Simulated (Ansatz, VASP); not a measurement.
**Two plane-wave programs on WC**

```xyz
2
Lattice="0.0000 2.0641 2.0641 2.0641 0.0000 2.0641 2.0641 2.0641 0.0000" Properties=species:S:1:pos:R:3 pbc="T T T"
W     0.0000    0.0000    0.0000
C     2.0641    2.0641    2.0641
```

Change from the starting cell: strain -0.050 along x and y, -0.050 along z, atoms carried along.

Alike in both runs: task single point; functional PBEsol; k mesh 24 × 24 × 24; occupations gaussian, width 0.15 eV; no spin polarisation.

```csv
,VASP,Ansatz
version,VASP 6.6.1,Ansatz 0.2.0
potentials or method,"VASP PAW PBE potentials, release 64 (W_sv, C), cutoff 520 eV","scalar-relativistic, plane waves, PAW"
valence electrons in the cell,18,18
```

```tsv
	VASP	Ansatz	Ansatz less VASP
gap on the k mesh at the Fermi level (eV)	none	none	-
pressure (GPa)	85.6	83.3	-2.31
```

VASP's potentials were made for PBE, not for PBEsol. A gap of «none» marks a metal or a gap that the smearing closes. Both programs put the cell under a high pressure, so it lies far from rest at this level. With one functional, cell and mesh, what is left measures potentials, basis and numerics.

Neither program's run includes spin-orbit coupling. Noted on VASP's run: the cell as given lies far from equilibrium.
